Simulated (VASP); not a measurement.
# InP (I4/mmm) in VASP: notebook

InP is run at these levels: PBE; tasks: single point.

Program: VASP 6.6.1. These are calculated values, not measurements. Logs are shortened: lines on timing, memory, paths and dates and some standing lists are left out, and cuts for length are marked.

## 1. The cell of the first run

Symmetry: I4/mmm, No. 139, tetragonal system. The conventional cell has a = 3.918 Å, b = 3.918 Å, c = 5.374 Å, α = 90.00°, β = 90.00°, γ = 90.00°. In (site symmetry 4/mmm) has 6 P at 2.69 to 2.77 Å within 3.5 Å. Within 3.5 Å of P (site symmetry 4/mmm) lie 6 In at 2.69 to 2.77 Å.

## 2. Single point, PBE (strain +0.000 along x and y, -0.030 along z)

The input, INCAR:

```
PREC     = Accurate       # precision mode
ENCUT    = 520            # plane-wave cutoff, eV
EDIFF    = 1E-6           # SCF threshold, eV
ISMEAR   = 0              # smearing method
SIGMA    = 0.15           # smearing width, eV
LREAL    = F              # projectors in reciprocal space
LASPH    = T              # aspherical terms in the spheres
NELM     = 60             # most SCF steps
ALGO     = Normal         # electronic algorithm
ISIF     = 2              # what is computed and relaxed
LWAVE    = F              # write WAVECAR
LCHARG   = T              # write CHGCAR
GGA      = PE             # functional
LELF     = T              # ELF
LVHAR    = T            
NBANDS   = 16             # bands
```

The input, KPOINTS:

```
Automatic mesh
0
Gamma
  18 18 18
```

The input, POSCAR:

```
InP
1.0
    0.0000000000      2.7701604146      2.6870556022
    2.7701604146      0.0000000000      2.6870556022
    2.7701604146      2.7701604146      0.0000000000
In P
1 1
Direct
    0.0000000000      0.0000000000      0.0000000000
    0.5000000000      0.5000000000      0.5000000000
```

Potentials or basis: VASP PAW PBE potentials, release 64 (In_d, P).

Run with:

```sh
$ cat potpaw_PBE.64/In_d/POTCAR potpaw_PBE.64/P/POTCAR > POTCAR
$ mpirun -np 1 vasp_std > vasp.out
```

OUTCAR:

```text
PREC = Accurate
   ENCUT = 520
   EDIFF = 1E-6
   ISMEAR = 0
   LREAL = F
   LASPH = T
   NELM = 60
   ISIF = 2
   GGA = PE

 ion  position               nearest neighbor table
   1  0.000  0.000  0.000-   2 2.69   2 2.69   2 2.77   2 2.77   2 2.77   2 2.77
   2  0.500  0.500  0.500-   1 2.69   1 2.69   1 2.77   1 2.77   1 2.77   1 2.77

  LATTYP: Found a body centered tetragonal cell.
 ALAT       =     3.9175984283
 C/A-ratio  =     1.3717871555

  Lattice vectors:

 A1 = (   0.0000000000,  -2.7701604146,  -2.6870556022)
 A2 = (   0.0000000000,   2.7701604146,  -2.6870556022)
 A3 = (   2.7701604146,   0.0000000000,   2.6870556022)

Analysis of symmetry for initial positions (statically):
=====================================================================
 Subroutine PRICEL returns:
 Original cell was already a primitive cell.

 Routine SETGRP: Setting up the symmetry group for a
 body centered tetragonal supercell.

 Subroutine GETGRP returns: Found 16 space group operations
 (whereof 16 operations were pure point group operations)
 out of a pool of 16 trial point group operations.

The static configuration has the point symmetry D_4h.

Analysis of symmetry for dynamics (positions and initial velocities):
=====================================================================
 Subroutine PRICEL returns:
 Original cell was already a primitive cell.

 Routine SETGRP: Setting up the symmetry group for a
 body centered tetragonal supercell.

 Subroutine GETGRP returns: Found 16 space group operations
 (whereof 16 operations were pure point group operations)
 out of a pool of 16 trial point group operations.

The dynamic configuration has the point symmetry D_4h.

 Subroutine INISYM returns: Found 16 space group operations
 (whereof 16 operations are pure point group operations),
 and found     1 'primitive' translations

----------------------------------------------------------------------------------------

                                     Primitive cell

  volume of cell :      41.2398

  direct lattice vectors                    reciprocal lattice vectors
     0.000000000  2.770160415  2.687055602    -0.180494962  0.180494962  0.186077281
     2.770160415  0.000000000  2.687055602     0.180494962 -0.180494962  0.186077281
     2.770160415  2.770160415  0.000000000     0.180494962  0.180494962 -0.186077281

  length of vectors
     3.859281867  3.859281867  3.917598428     0.315882284  0.315882284  0.315882284

  position of ions in fractional coordinates (direct lattice)
     0.000000000  0.000000000  0.000000000
     0.500000000  0.500000000  0.500000000

  ion indices of the primitive-cell ions
   primitive index   ion index
                 1           1
                 2           2

----------------------------------------------------------------------------------------

 KPOINTS: Automatic mesh

Automatic generation of k-mesh.
 Grid dimensions read from file:
 generate k-points for:   18   18   18

 Generating k-lattice:

  Cartesian coordinates                     Fractional coordinates (reciprocal lattice)
    -0.010027498  0.010027498  0.010337627     0.055555556  0.000000000  0.000000000
     0.010027498 -0.010027498  0.010337627     0.000000000  0.055555556  0.000000000
     0.010027498  0.010027498 -0.010337627     0.000000000  0.000000000  0.055555556

  Length of vectors
     0.017549016  0.017549016  0.017549016

  Shift w.r.t. Gamma in fractional coordinates (k-lattice)
     0.000000000  0.000000000  0.000000000

 Subroutine IBZKPT returns following result:
 ===========================================

 Found    480 irreducible k-points:

 Following reciprocal coordinates:
            Coordinates               Weight
  0.000000  0.000000  0.000000      1.000000
  0.055556  0.000000  0.000000      8.000000
  0.111111  0.000000  0.000000      8.000000
  0.166667  0.000000  0.000000      8.000000
  0.222222  0.000000  0.000000      8.000000
  0.277778  0.000000  0.000000      8.000000
[... 16 lines left out ...]
 -0.277778  0.055556  0.000000      8.000000
 -0.222222  0.055556  0.000000      8.000000
 [... further k-points ...]
   k-points           NKPTS =    480   k-points in BZ     NKDIM =    480   number of bands    NBANDS=     16
   number of dos      NEDOS =    301   number of ions     NIONS =      2
   total plane-waves  NPLWV =  27000
   dimension x,y,z NGX =    30 NGY =   30 NGZ =   30
   dimension x,y,z NGXF=    60 NGYF=   60 NGZF=   60
   ions per type =               1   1
   NGX,Y,Z   is equivalent  to a cutoff of  12.92, 12.92, 12.73 a.u.
   NGXF,Y,Z  is equivalent  to a cutoff of  25.85, 25.85, 25.46 a.u.
 SYSTEM =  unknown system
   PREC   = accura    normal or accurate (medium, high low for compatibility)
   ISTART =      0    job   : 0-new  1-cont  2-samecut
   ICHARG =      2    charge: 1-file 2-atom 10-const
   ISPIN  =      1    spin polarized calculation?
   LNONCOLLINEAR =      F non collinear calculations
   LSORBIT =      F    spin-orbit coupling
   LASPH  =      T    aspherical Exc in radial PAW
   ENCUT  =  520.0 eV  38.22 Ry    6.18 a.u.   7.18  7.18  7.28*2*pi/ulx,y,z
   NELM   =     60;   NELMIN=  2; NELMDL= -5     # of ELM steps
   EDIFF  = 0.1E-05   stopping-criterion for ELM
   LREAL  =      F    real-space projection
   EDIFFG = 0.1E-04   stopping-criterion for IOM
   NSW    =      0    number of steps for IOM
   IBRION =     -1    ionic relax: 0-MD 1-quasi-New 2-CG
   NFREE  =      0    steps in history (QN), initial steepest desc. (CG)
   ISIF   =      2    stress and relaxation
   ISYM   =      2    0-nonsym 1-usesym 2-fastsym
   POTIM  = 0.5000    time-step for ionic-motion
   TEBEG  =    0.0;   TEEND  =   0.0 temperature during run
   PSTRESS=    0.0 pullay stress
   NELECT =      18.0000    total number of electrons
   NUPDOWN=      -1.0000    fix difference up-down
   EMIN   =  10.00;   EMAX   =-10.00  energy-range for DOS
   EFERMI =   0.00;   METHOD = LEGACY
   ISMEAR =     0;   SIGMA  =   0.15  broadening in eV -4-tet -1-fermi 0-gaus
   EFERMI_NEDOS =   21; number of points for ismear=-14 and -15
   IALGO  =     38    algorithm
   IMIX   =      4    mixing-type and parameters
     AMIX     =   0.40;   BMIX     =  1.00
     AMIX_MAG =   1.60;   BMIX_MAG =  1.00
  volume/ion in A,a.u.               =      20.62       139.15
  Fermi-wavevector in a.u.,A,eV,Ry     =   1.241824  2.346708 20.981921  1.542128
  Thomas-Fermi vector in A             =   2.376205
   LORBIT       =      0    0 simple, 1 ext, 2 COOP (PROOUT), +10 PAW based schemes
   GGA     = PE    functional components
   LHFCALC =     F    Hartree Fock is set to
   AEXX    =    0.0000 exact exchange contribution
   IVDW    =     0    specifies the selected vdW correction
   LEPSILON=     F    determine dielectric tensor
   LRPA    =     F    only Hartree local field effects (RPA)
 non-spin polarized calculation
 Gauss-broadening in eV      SIGMA  =   0.15
  energy-cutoff  :      520.00
  volume of cell :       41.24
 maximum number of plane-waves:      1134
 NGX is ok and might be reduce to    30
   NGX = 15   NGY = 15   NGZ = 15

 number of electron      18.0000004 magnetization

 Free energy of the ion-electron system (eV)
  ---------------------------------------------------
  ext. energy  EPLUGINS =         0.00000000
  ---------------------------------------------------
  free energy    TOTEN  =        -7.90134445 eV

  energy without entropy =       -7.88798221  energy(sigma->0) =       -7.89466333

 E-fermi :   7.4038     XC(G=0): -10.5300

 val. band max:        7.4017478773   @ k =   0.3889   0.0556   0.0000
 cond. band min:       7.4054761699   @ k =   0.4444   0.1111   0.0556
 fundamental gap:      0.0037282927
 Fermi energy:         7.4038167009

 k-point     1 :       0.0000    0.0000    0.0000
  band No.  band energies     occupation
      1      -6.8653      2.00000
      2      -6.8521      2.00000
      3      -6.8396      2.00000
      4      -6.8396      2.00000
      5      -6.8212      2.00000
      6      -4.8316      2.00000
[... 8 lines left out ...]
     15      15.7413      0.00000
     16      16.7280      0.00000

 k-point     2 :       0.0556    0.0000    0.0000
  band No.  band energies     occupation
      1      -6.8669      2.00000
      2      -6.8534      2.00000
      3      -6.8389      2.00000
      4      -6.8373      2.00000
      5      -6.8201      2.00000
      6      -4.7920      2.00000
[... 8 lines left out ...]
     15      15.5986      0.00000
     16      16.3681      0.00000

 k-point     3 :       0.1111    0.0000    0.0000
  band No.  band energies     occupation
      1      -6.8719      2.00000
      2      -6.8584      2.00000
      3      -6.8372      2.00000
      4      -6.8294      2.00000
      5      -6.8160      2.00000
      6      -4.6737      2.00000
[... 8 lines left out ...]
     15      15.3150      0.00000
     16      16.0630      0.00000

 k-point     4 :       0.1667    0.0000    0.0000
  band No.  band energies     occupation
      1      -6.8806      2.00000
      2      -6.8670      2.00000
      3      -6.8364      2.00000
      4      -6.8163      2.00000
      5      -6.8074      2.00000
      6      -4.4784      2.00000
[... 8 lines left out ...]
     15      15.4574      0.00000
     16      15.8898      0.00000
[... 324 lines left out ...]
 k-point    22 :      -0.3333    0.0556    0.0000
  band No.  band energies     occupation
      1      -6.9245      2.00000
      2      -6.9048      2.00000
      3      -6.8417      2.00000
      4      -6.7654      2.00000
      5      -6.7617      2.00000
      6      -3.3388      2.00000
[... 8 lines left out ...]
     15      16.9466      0.00000
     16      18.0997      0.00000

 k-point    23 :      -0.2778    0.0556    0.0000
  band No.  band energies     occupation
      1      -6.9121      2.00000
      2      -6.8955      2.00000
      3      -6.8398      2.00000
      4      -6.7822      2.00000
      5      -6.7731      2.00000
      6      -3.7226      2.00000
[... 8 lines left out ...]
     15      16.3370      0.00000
     16      17.4240      0.00000

 k-point    24 :      -0.2222    0.0556    0.0000
  band No.  band energies     occupation
      1      -6.8987      2.00000
      2      -6.8847      2.00000
      3      -6.8386      2.00000
      4      -6.7997      2.00000
      5      -6.7858      2.00000
      6      -4.0706      2.00000
[... 8 lines left out ...]
     15      16.2434      0.00000
     16      16.8091      0.00000

 [... further k-points ...]

------------------------ aborting loop because EDIFF is reached ----------------------------------------

  FORCE on cell =-STRESS in cart. coord.  units (eV):
  Direction    XX          YY          ZZ          XY          YZ          ZX
  --------------------------------------------------------------------------------------
  -------------------------------------------------------------------------------------
  Total        0.3018142      0.3018142      1.3464284      0.0000000     -0.0000000      0.0000000
  in kB       11.7255645     11.7255645     52.3091122      0.0000000     -0.0000000      0.0000000
  external PRESSURE =      25.2534137 kB  Pullay stress =       0.0000000 kB

 VOLUME and BASIS-vectors are now :
 -----------------------------------------------------------------------------
  energy-cutoff  :      520.00
  volume of cell :       41.24
      direct lattice vectors                 reciprocal lattice vectors
     0.000000000  2.770160415  2.687055602    -0.180494962  0.180494962  0.186077281
     2.770160415  0.000000000  2.687055602     0.180494962 -0.180494962  0.186077281
     2.770160415  2.770160415  0.000000000     0.180494962  0.180494962 -0.186077281

 POSITION                                       TOTAL-FORCE (eV/Angst)
 -----------------------------------------------------------------------------------
      0.00000      0.00000      0.00000         0.000000      0.000000      0.000000
      2.77016      2.77016      2.68706         0.000000      0.000000     -0.000000
 -----------------------------------------------------------------------------------
    total drift:                               -0.000000      0.000000      0.000000

  FREE ENERGIE OF THE ION-ELECTRON SYSTEM (eV)
  ---------------------------------------------------
  free  energy   TOTEN  =        -7.9013444504 eV

  energy  without entropy=       -7.8879822100  energy(sigma->0) =       -7.89466333
```

Wall time 3.6 min (1 thread of Intel Xeon Platinum 8488C (Sapphire Rapids), shared host); peak memory 0.42 GiB.

What came out:

- Free energy: -7.9013 eV
- Pressure: 2.5 GPa
- Band gap on the k mesh: zero (bands 9 and 10 overlap by 2.84 eV)

Stress tensor (GPa, compression positive):
```
1.17 0.00 0.00
0.00 1.17 0.00
0.00 0.00 5.23
```

Levels at points of the mesh, in eV from the Fermi level:
```tsv
k point	band 7	band 8	band 9	band 10	band 11	band 12
(0.00, 0.00, 0.00)	-0.51	-0.21	-0.21	0.77	7.04	7.04
(0.50, 0.00, 0.00)	-6.80	0.07	0.22	2.47	3.27	3.58
(0.50, 0.50, 0.00)	-5.13	-2.68	-2.53	-2.53	3.69	10.01
(0.50, 0.00, 0.50)	-5.13	-2.57	-2.36	-2.21	3.83	9.70
```

Caveat: the cell differs from its parent crystal (strain +0.000 along x and y, -0.030 along z); spin-orbit coupling is left out, which moves the levels of the heavy elements.

[end of part 1 of 3]
